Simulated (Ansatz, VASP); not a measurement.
**FeO: VASP beside Ansatz**

Contents of INCAR:

```
ALGO = Normal ; EDIFF = 1E-6
ENCUT = 520 ; GGA = PE
ISIF = 2 ; ISMEAR = -1
ISPIN = 2 ; LASPH = T
LCHARG = F ; LMAXMIX = 4
LORBIT = 11 ; LREAL = F
LWAVE = F ; MAGMOM = 4 0
NBANDS = 18 ; NELM = 150
PREC = Accurate ; SIGMA = 0.05
```

File KPOINTS:

```
k-points
0
Gamma
  11 11 11
```

POSCAR

```
FeO
1.0
    0.0000000000      2.1976736406      2.1976736406
    2.1976736406      0.0000000000      2.1976736406
    2.1976736406      2.1976736406      0.0000000000
Fe O
1 1
Direct
    0.0000000000      0.0000000000      0.0000000000
    0.5000000000      0.5000000000      0.5000000000
```

Contents of input.yaml:

```yaml
crystal:
  lattice:
    - [0.0, 2.1976736406, 2.1976736406]
    - [2.1976736406, 0.0, 2.1976736406]
    - [2.1976736406, 2.1976736406, 0.0]
  atoms:
    - { symbol: Fe, position: [0.0, 0.0, 0.0], spin: 4.0 }
    - { symbol: O, position: [0.5, 0.5, 0.5] }
kpoints:
  mp_grid: { grid: [11, 11, 11] }
scf:
  occupations: { method: fermi_dirac, width: 0.05 }
hamiltonian:
  xc: pbe
  pseudopotentials: { kind: all_electron, lapw: { basis_error: 0.0005 } }
magnetization:
  spin_polarized: true
output:
  forces: true
  stress: true
  eigenvalues: true
```

Change from the starting cell: volume scaled by 1.06.

Alike in both runs: task single point; functional PBE; k mesh 11 × 11 × 11; occupations fermi-dirac, width 0.05 eV; collinear spin.

|  | VASP | Ansatz |
| --- | --- | --- |
| version | VASP 6.6.1 | Ansatz 0.2.0 |
| potentials or method | VASP PAW PBE potentials, release 64 (Fe, O), cutoff 520 eV | all-electron LAPW, scalar-relativistic |

```tsv
	VASP	Ansatz	Ansatz less VASP
gap on the k mesh at the Fermi level (eV)	none	none	-
pressure (GPa)	-9.8	-9.7	+0.08
net moment per atom (μB)	2.00	2.00	+0.001
size of the moment on the site where the two differ most (μB)	0.29	0.31	+0.019
```

Site moments also hang on the region over which each program counts them. A gap of «none» marks a metal or a gap that the smearing closes. Ansatz ran all-electron here, and VASP with PAW potentials.
